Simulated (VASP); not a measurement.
# NaF (Villiaumite) (Fm-3m) in VASP: notebook

The runs below take NaF (Villiaumite) through relaxation of cell and atoms, with r2SCAN.

Program: VASP 6.6.1. These are calculated values, not measurements. Logs are shortened: lines on timing, memory, paths and dates and some standing lists are left out, and cuts for length are marked.

## Step 1: The cell of the first run

The structure is cubic, space group Fm-3m (No. 225). Conventional cell: a = 4.594 Å, b = 4.594 Å, c = 4.594 Å, α = 90.00°, β = 90.00°, γ = 90.00°. Within 3.0 Å of Na (site symmetry m-3m) lie 6 F at 2.30 Å. Within 3.0 Å of F (site symmetry m-3m) lie 6 Na at 2.30 Å.

## Step 2: Relaxation of cell and atoms, r2SCAN, target pressure 2 GPa, at which the enthalpy is minimised

The input, POSCAR:

```
NaF
1.0
    2.2970715533      2.2970715533      0.0000000000
   -2.2970715533      2.2970715533      0.0000000000
    0.0000000000      2.2970715533      2.2970715533
Na F
1 1
Direct
    0.0000000000      0.0000000000      0.0000000000
    0.5000000000      0.5000000000      0.0000000000
```

The input, INCAR.step1:

```
ALGO = Normal
EDIFF = 1E-4
ENCUT = 600
GGA = PE
ISMEAR = 0
LASPH = T
LCHARG = F
LREAL = F
LWAVE = T
NELM = 80
PREC = Accurate
SIGMA = 0.01
```

The input, INCAR.step2:

```
ALGO = Normal
EDIFF = 1E-6
EDIFFG = -0.002
ENCUT = 600
IBRION = 2
ISIF = 3
ISMEAR = 0
ISTART = 1
LASPH = T
LCHARG = F
LMIXTAU = T
LREAL = F
LWAVE = F
METAGGA = R2SCAN
NELM = 80
NSW = 100
PREC = Accurate
PSTRESS = 20.0
SIGMA = 0.01
```

The input, KPOINTS:

```
k-points
0
Gamma
  8 8 8
```

Potentials or basis: VASP PAW PBE potentials, release 64 (Na_pv, F).

The run is started by

```console
$ cat potpaw_PBE.64/Na_pv/POTCAR potpaw_PBE.64/F/POTCAR > POTCAR
$ cp INCAR.step1 INCAR
$ mpirun -np 1 vasp_std > vasp.out
$ cp INCAR.step2 INCAR
$ mpirun -np 1 vasp_std > vasp.out
```

OUTCAR:

```text
EDIFF = 1E-6
   EDIFFG = -0.002
   ENCUT = 600
   IBRION = 2
   ISIF = 3
   ISMEAR = 0
   ISTART = 1
   LASPH = T
   LREAL = F
   METAGGA = R2SCAN
   NELM = 80
   NSW = 100
   PREC = Accurate
   PSTRESS = 20.0

 ion  position               nearest neighbor table
   1  0.000  0.000  0.000-   2 2.30   2 2.30   2 2.30   2 2.30   2 2.30   2 2.30
   2  0.500  0.500  0.000-   1 2.30   1 2.30   1 2.30   1 2.30   1 2.30   1 2.30

  LATTYP: Found a face centered cubic cell.
 ALAT       =     4.5941431066

  Lattice vectors:

 A1 = (   0.0000000000,   2.2970715533,   2.2970715533)
 A2 = (   2.2970715533,   0.0000000000,   2.2970715533)
 A3 = (   2.2970715533,   2.2970715533,   0.0000000000)

Analysis of symmetry for initial positions (statically):
=====================================================================
 Subroutine PRICEL returns:
 Original cell was already a primitive cell.

 Routine SETGRP: Setting up the symmetry group for a
 face centered cubic supercell.

 Subroutine GETGRP returns: Found 48 space group operations
 (whereof 48 operations were pure point group operations)
 out of a pool of 48 trial point group operations.

The static configuration has the point symmetry O_h .

Analysis of symmetry for dynamics (positions and initial velocities):
=====================================================================
 Subroutine PRICEL returns:
 Original cell was already a primitive cell.

 Routine SETGRP: Setting up the symmetry group for a
 face centered cubic supercell.

 Subroutine GETGRP returns: Found 48 space group operations
 (whereof 48 operations were pure point group operations)
 out of a pool of 48 trial point group operations.

The dynamic configuration has the point symmetry O_h .

 Subroutine INISYM returns: Found 48 space group operations
 (whereof 48 operations are pure point group operations),
 and found     1 'primitive' translations

----------------------------------------------------------------------------------------

                                     Primitive cell

  volume of cell :      24.2412

  direct lattice vectors                    reciprocal lattice vectors
     2.297071553  2.297071553  0.000000000     0.217668448  0.217668448 -0.217668448
    -2.297071553  2.297071553  0.000000000    -0.217668448  0.217668448 -0.217668448
     0.000000000  2.297071553  2.297071553     0.000000000  0.000000000  0.435336896

  length of vectors
     3.248549744  3.248549744  3.248549744     0.377012811  0.377012811  0.435336896

  position of ions in fractional coordinates (direct lattice)
     0.000000000  0.000000000  0.000000000
     0.500000000  0.500000000  0.000000000

  ion indices of the primitive-cell ions
   primitive index   ion index
                 1           1
                 2           2

----------------------------------------------------------------------------------------

 KPOINTS: k-points

Automatic generation of k-mesh.
 Grid dimensions read from file:
 generate k-points for:    8    8    8

 Generating k-lattice:

  Cartesian coordinates                     Fractional coordinates (reciprocal lattice)
     0.027208556  0.027208556 -0.027208556     0.125000000  0.000000000  0.000000000
    -0.027208556  0.027208556 -0.027208556     0.000000000  0.125000000  0.000000000
     0.000000000  0.000000000  0.054417112     0.000000000  0.000000000  0.125000000

  Length of vectors
     0.047126601  0.047126601  0.054417112

  Shift w.r.t. Gamma in fractional coordinates (k-lattice)
     0.000000000  0.000000000  0.000000000

 Subroutine IBZKPT returns following result:
 ===========================================

 Found     29 irreducible k-points:

 Following reciprocal coordinates:
            Coordinates               Weight
  0.000000  0.000000  0.000000      1.000000
  0.125000  0.000000  0.000000      8.000000
  0.250000  0.000000  0.000000      8.000000
  0.375000  0.000000  0.000000      8.000000
  0.500000  0.000000  0.000000      4.000000
  0.125000  0.125000  0.000000     12.000000
[... 16 lines left out ...]
  0.375000  0.250000  0.125000     48.000000
  0.500000  0.250000  0.125000     24.000000
 [... further k-points ...]
   k-points           NKPTS =     29   k-points in BZ     NKDIM =     29   number of bands    NBANDS=     11
   number of dos      NEDOS =    301   number of ions     NIONS =      2
   total plane-waves  NPLWV =  21952
   dimension x,y,z NGX =    28 NGY =   28 NGZ =   28
   dimension x,y,z NGXF=    56 NGYF=   56 NGZF=   56
   ions per type =               1   1
   NGX,Y,Z   is equivalent  to a cutoff of  14.33, 14.33, 14.33 a.u.
   NGXF,Y,Z  is equivalent  to a cutoff of  28.66, 28.66, 28.66 a.u.
 SYSTEM =  unknown system
   PREC   = accura    normal or accurate (medium, high low for compatibility)
   ISTART =      1    job   : 0-new  1-cont  2-samecut
   ICHARG =      0    charge: 1-file 2-atom 10-const
   ISPIN  =      1    spin polarized calculation?
   LNONCOLLINEAR =      F non collinear calculations
   LSORBIT =      F    spin-orbit coupling
   LASPH  =      T    aspherical Exc in radial PAW
   ENCUT  =  600.0 eV  44.10 Ry    6.64 a.u.   6.49  6.49  6.49*2*pi/ulx,y,z
   NELM   =     80;   NELMIN=  2; NELMDL=  0     # of ELM steps
   EDIFF  = 0.1E-05   stopping-criterion for ELM
   LREAL  =      F    real-space projection
   EDIFFG = -.2E-02   stopping-criterion for IOM
   NSW    =    100    number of steps for IOM
   IBRION =      2    ionic relax: 0-MD 1-quasi-New 2-CG
   NFREE  =      1    steps in history (QN), initial steepest desc. (CG)
   ISIF   =      3    stress and relaxation
   ISYM   =      2    0-nonsym 1-usesym 2-fastsym
   POTIM  = 0.5000    time-step for ionic-motion
   TEBEG  =    0.0;   TEEND  =   0.0 temperature during run
   PSTRESS=   20.0 pullay stress
   NELECT =      14.0000    total number of electrons
   NUPDOWN=      -1.0000    fix difference up-down
   EMIN   =  10.00;   EMAX   =-10.00  energy-range for DOS
   EFERMI =   0.00;   METHOD = LEGACY
   ISMEAR =     0;   SIGMA  =   0.01  broadening in eV -4-tet -1-fermi 0-gaus
   EFERMI_NEDOS =   21; number of points for ismear=-14 and -15
   IALGO  =     38    algorithm
   IMIX   =      4    mixing-type and parameters
     AMIX     =   0.40;   BMIX     =  1.00
     AMIX_MAG =   1.60;   BMIX_MAG =  1.00
  volume/ion in A,a.u.               =      12.12        81.79
  Fermi-wavevector in a.u.,A,eV,Ry     =   1.363326  2.576312 25.288567  1.858657
  Thomas-Fermi vector in A             =   2.489738
   LORBIT       =      0    0 simple, 1 ext, 2 COOP (PROOUT), +10 PAW based schemes
   METAGGA = R2SCAN    functional components
   LHFCALC =     F    Hartree Fock is set to
   AEXX    =    0.0000 exact exchange contribution
   IVDW    =     0    specifies the selected vdW correction
   LEPSILON=     F    determine dielectric tensor
   LRPA    =     F    only Hartree local field effects (RPA)
 conjugate gradient relaxation of ions
 non-spin polarized calculation
 Gauss-broadening in eV      SIGMA  =   0.01
  energy-cutoff  :      600.00
  volume of cell :       24.24
 maximum number of plane-waves:       869
 NGX is ok and might be reduce to    28
   NGX = 13   NGY = 13   NGZ = 13

--------------------------------------- Ionic step        1  -------------------------------------------

 number of electron      14.0000002 magnetization

 Free energy of the ion-electron system (eV)
  ---------------------------------------------------
  ext. energy  EPLUGINS =         0.00000000
  ---------------------------------------------------
  free energy    TOTEN  =       -12.60615290 eV

  energy without entropy =      -12.60615290  energy(sigma->0) =      -12.60615290

 E-fermi :  -2.4621     XC(G=0):  -9.9130

 val. band max:       -2.6183007302   @ k =   0.0000   0.0000   0.0000
 cond. band min:       4.7031663298   @ k =   0.0000   0.0000   0.0000
 fundamental gap:      7.3214670600
 Fermi energy:        -2.4620857016

 k-point     1 :       0.0000    0.0000    0.0000
  band No.  band energies     occupation
      1     -22.9581      2.00000
      2     -22.0371      2.00000
      3     -22.0370      2.00000
      4     -22.0368      2.00000
      5      -2.6183      2.00000
      6      -2.6183      2.00000
      7      -2.6183      2.00000
      8       4.7032      0.00000
      9      17.3546      0.00000
     10      17.3551      0.00000
     11      17.3556      0.00000

 k-point     2 :       0.1250    0.0000    0.0000
  band No.  band energies     occupation
      1     -23.0362      2.00000
      2     -22.0387      2.00000
      3     -22.0385      2.00000
      4     -21.9380      2.00000
      5      -2.9084      2.00000
      6      -2.6595      2.00000
      7      -2.6595      2.00000
      8       5.2542      0.00000
      9      15.5659      0.00000
     10      17.6352      0.00000
     11      17.6358      0.00000

 k-point     3 :       0.2500    0.0000    0.0000
  band No.  band energies     occupation
      1     -23.1825      2.00000
      2     -22.0428      2.00000
      3     -22.0426      2.00000
      4     -21.7416      2.00000
      5      -3.5131      2.00000
      6      -2.7587      2.00000
      7      -2.7587      2.00000
      8       6.5975      0.00000
      9      13.5096      0.00000
     10      18.3167      0.00000
     11      18.3172      0.00000
[... 421 lines left out ...]
 VOLUME and BASIS-vectors are now :
 -----------------------------------------------------------------------------
  energy-cutoff  :      600.00
  volume of cell :       22.81
      direct lattice vectors                 reciprocal lattice vectors
     2.250900176  2.250900176  0.000000000     0.222133351  0.222133351 -0.222133351
    -2.250900176  2.250900176  0.000000000    -0.222133351  0.222133351 -0.222133351
    -0.000000000  2.250900176  2.250900176    -0.000000000 -0.000000000  0.444266703

 POSITION                                       TOTAL-FORCE (eV/Angst)
 -----------------------------------------------------------------------------------
     -0.00000      4.50180      0.00000         0.000000      0.000000      0.000000
      0.00000      2.25090      0.00000        -0.000000     -0.000000      0.000000
 -----------------------------------------------------------------------------------
    total drift:                               -0.000000      0.000000     -0.000000

  FREE ENERGIE OF THE ION-ELECTRON SYSTEM (eV)
  ---------------------------------------------------
  free  energy   TOTEN  =       -12.5986071703 eV

  energy  without entropy=      -12.5986071703  energy(sigma->0) =      -12.59860717

  enthalpy is  TOTEN    =       -12.3138870788 eV   P V=        0.2847200915

--------------------------------------- Ionic step        5  -------------------------------------------

 number of electron      13.9999998 magnetization

 Free energy of the ion-electron system (eV)
  ---------------------------------------------------
  ext. energy  EPLUGINS =         0.00000000
  ---------------------------------------------------
  free energy    TOTEN  =       -12.60302994 eV

  energy without entropy =      -12.60302994  energy(sigma->0) =      -12.60302994

 E-fermi :  -2.3122     XC(G=0): -10.1706

 val. band max:       -2.4049634196   @ k =   0.0000   0.0000   0.0000
 cond. band min:       5.2036221145   @ k =   0.0000   0.0000   0.0000
 fundamental gap:      7.6085855341
 Fermi energy:        -2.3121815504

 k-point     1 :       0.0000    0.0000    0.0000
  band No.  band energies     occupation
      1     -22.8286      2.00000
      2     -21.6824      2.00000
      3     -21.6823      2.00000
      4     -21.6821      2.00000
      5      -2.4050      2.00000
      6      -2.4050      2.00000
      7      -2.4050      2.00000
      8       5.2036      0.00000
      9      17.9121      0.00000
     10      17.9128      0.00000
     11      17.9135      0.00000

 k-point     2 :       0.1250    0.0000    0.0000
  band No.  band energies     occupation
      1     -22.9033      2.00000
      2     -21.6842      2.00000
      3     -21.6840      2.00000
      4     -21.5841      2.00000
      5      -2.7139      2.00000
      6      -2.4503      2.00000
      7      -2.4503      2.00000
      8       5.7730      0.00000
      9      16.1041      0.00000
     10      18.2134      0.00000
     11      18.2142      0.00000

 k-point     3 :       0.2500    0.0000    0.0000
  band No.  band energies     occupation
      1     -23.0487      2.00000
      2     -21.6888      2.00000
      3     -21.6886      2.00000
      4     -21.3819      2.00000
      5      -3.3587      2.00000
      6      -2.5595      2.00000
      7      -2.5594      2.00000
      8       7.1513      0.00000
      9      14.0456      0.00000
     10      18.9554      0.00000
     11      18.9561      0.00000
[... 307 lines left out ...]
 VOLUME and BASIS-vectors are now :
 -----------------------------------------------------------------------------
  energy-cutoff  :      600.00
  volume of cell :       23.12
      direct lattice vectors                 reciprocal lattice vectors
     2.261077101  2.261077101  0.000000000     0.221133547  0.221133547 -0.221133547
    -2.261077101  2.261077101  0.000000000    -0.221133547  0.221133547 -0.221133547
    -0.000000000  2.261077101  2.261077101    -0.000000000 -0.000000000  0.442267094

 POSITION                                       TOTAL-FORCE (eV/Angst)
 -----------------------------------------------------------------------------------
     -0.00000      0.00000      0.00000         0.000000     -0.000000      0.000000
     -0.00000      2.26108      0.00000        -0.000000      0.000000      0.000000
 -----------------------------------------------------------------------------------
    total drift:                               -0.000000      0.000000     -0.000000

  FREE ENERGIE OF THE ION-ELECTRON SYSTEM (eV)
  ---------------------------------------------------
  free  energy   TOTEN  =       -12.6030299425 eV

  energy  without entropy=      -12.6030299425  energy(sigma->0) =      -12.60302994

  enthalpy is  TOTEN    =       -12.3144304758 eV   P V=        0.2885994667

 reached required accuracy - stopping structural energy minimisation
```

It took 82 s on 1 thread of Intel Xeon 6975P-C (Granite Rapids), shared host; peak memory 0.16 GiB.

Results:

| Item | Value |
| --- | --- |
| Free energy | -12.6030 eV |
| Relaxed volume | 11.56 Å³/atom |
| Relaxed cell | a = 3.198 Å, b = 3.198 Å, c = 3.198 Å, α = 60.00°, β = 60.00°, γ = 90.00° |
| Space group after relaxing (to 0.05 Å) | Fm-3m (No. 225) |
| Energy change on relaxing (the enthalpy is what falls) | +1.6 meV/atom |
| Ionic steps | 5 |
| Pressure after relaxing | 2.0 GPa |
| Band gap on the k mesh | 7.61 eV, direct |

Step by step:
| step | energy change (eV) | largest force (eV/Å) | pressure (GPa) | volume (Å³) |
| --- | --- | --- | --- | --- |
| 1 | 0.0000 | 0.0000 | -0.70 | 24.24 |
| 2 | -0.0003 | 0.0000 | 0.92 | 23.53 |
| 3 | 0.0014 | 0.0000 | 1.55 | 23.29 |
| 4 | 0.0075 | 0.0000 | 2.85 | 22.81 |
| 5 | 0.0031 | 0.0000 | 2.00 | 23.12 |

Final structure:
```xyz
2
Lattice="2.2611 2.2611 0.0000 -2.2611 2.2611 0.0000 0.0000 2.2611 2.2611" Properties=species:S:1:pos:R:3 pbc="T T T"
Na    0.0000    0.0000    0.0000
F     0.0000    2.2611    0.0000
```

Levels at points of the mesh, in eV from the valence-band top:
```
           k point  band 4  band 5  band 6  band 7  band 8  band 9  band 10  band 11
(0.00, 0.00, 0.00)  -19.28    0.00    0.00    0.00    7.61   20.32    20.32    20.32
(0.50, 0.00, 0.00)  -18.74   -1.71   -0.30   -0.30   12.12   14.07    22.25    22.25
(0.50, 0.50, 0.00)  -19.34   -1.37   -0.44   -0.44   14.18   14.72    15.62    22.13
```

Caveat: the cell is relaxed towards a set pressure, so the enthalpy falls and the energy may rise; the PAW data sets were made with another functional, which shifts forces and pressure a little. r2SCAN opens gaps a little over a GGA but as a rule still falls short of measured ones.

## Step 3: Relaxation of cell and atoms, r2SCAN, target pressure 4 GPa, at which the enthalpy is minimised

POSCAR is that of step 2.

The input, INCAR.step1:

```
PREC = Accurate
ENCUT = 600
ISMEAR = 0
SIGMA = 0.01
LREAL = False
LASPH = True
NELM = 80
GGA = PE
ALGO = Normal
EDIFF = 1E-4
LWAVE = True
LCHARG = False
```

The input, INCAR.step2:

```
PREC = Accurate
ENCUT = 600
EDIFF = 1E-7
ISMEAR = 0
SIGMA = 0.01
LREAL = False
LASPH = True
NELM = 80
ALGO = Normal
ISIF = 3
LWAVE = False
LCHARG = False
METAGGA = R2SCAN
LMIXTAU = True
IBRION = 2
NSW = 100
EDIFFG = -0.002
PSTRESS = 40.0
ISTART = 1
```

The input, KPOINTS:

```
Automatic mesh
0
Gamma
  8 8 8
```

Potentials or basis: VASP PAW PBE potentials, release 64 (Na_pv, F).

The run is started by

```console
$ cat potpaw_PBE.64/Na_pv/POTCAR potpaw_PBE.64/F/POTCAR > POTCAR
$ cp INCAR.step1 INCAR
$ mpirun -np 1 vasp_std > vasp.out
$ cp INCAR.step2 INCAR
$ mpirun -np 1 vasp_std > vasp.out
```

Run time: 2.9 min. Hardware: 1 thread of Intel Xeon 6975P-C (Granite Rapids), shared host; peak memory 0.15 GiB.

Results (log left out):

* Free energy: -12.5911 eV
* Relaxed volume: 11.22 Å³/atom
* Relaxed cell: a = 3.166 Å, b = 3.166 Å, c = 3.166 Å, α = 60.00°, β = 60.00°, γ = 90.00°
* Space group after relaxing (to 0.05 Å): Fm-3m (No. 225)
* Energy change on relaxing (the enthalpy is what falls): +7.5 meV/atom
* Ionic steps: 17
* Pressure after relaxing: 4.0 GPa
* Band gap on the k mesh: 7.80 eV, direct

The path:
```tsv
step	energy change (eV)	largest force (eV/Å)	pressure (GPa)	volume (Å³)
1	0.0000	0.0000	-0.75	24.24
2	0.0046	0.0000	2.32	23.00
3	0.0119	0.0000	3.52	22.58
4	0.0155	0.0000	4.04	22.42
5	0.0147	0.0000	3.92	22.45
6	0.0147	0.0000	3.92	22.45
7	0.0147	0.0000	3.93	22.45
8	0.0147	0.0000	3.93	22.45
9	0.0147	0.0000	3.92	22.45
10	0.0147	0.0000	3.92	22.45
11	0.0147	0.0000	3.92	22.45
12	0.0147	0.0000	3.93	22.45
13	0.0147	0.0000	3.93	22.45
14	0.0148	0.0000	3.93	22.45
15	0.0148	0.0000	3.94	22.45
16	0.0149	0.0000	3.95	22.44
17	0.0151	0.0000	3.98	22.44
```

Final structure:
```xyz
2
Lattice="2.2386 2.2386 0.0000 -2.2386 2.2386 0.0000 0.0000 2.2386 2.2386" Properties=species:S:1:pos:R:3 pbc="T T T"
Na    0.0000    2.2386    2.2386
F     0.0000    2.2386    0.0000
```

Levels at points of the mesh, in eV from the valence-band top:
```csv
k point,band 3,band 4,band 5,band 6,band 7,band 8,band 9,band 10,band 11
"(0.00, 0.00, 0.00)",-19.19,-19.19,0.00,0.00,0.00,7.80,20.54,20.54,20.54
"(0.50, 0.00, 0.00)",-19.21,-18.63,-1.79,-0.32,-0.32,12.32,14.35,22.60,22.60
"(0.50, 0.50, 0.00)",-19.26,-19.26,-1.42,-0.45,-0.45,14.28,15.00,15.94,22.56
```

Caveat: the cell is relaxed towards a set pressure, so the enthalpy falls and the energy may rise; the PAW data sets were made with another functional, which shifts forces and pressure a little. r2SCAN opens gaps a little over a GGA but as a rule still falls short of measured ones.
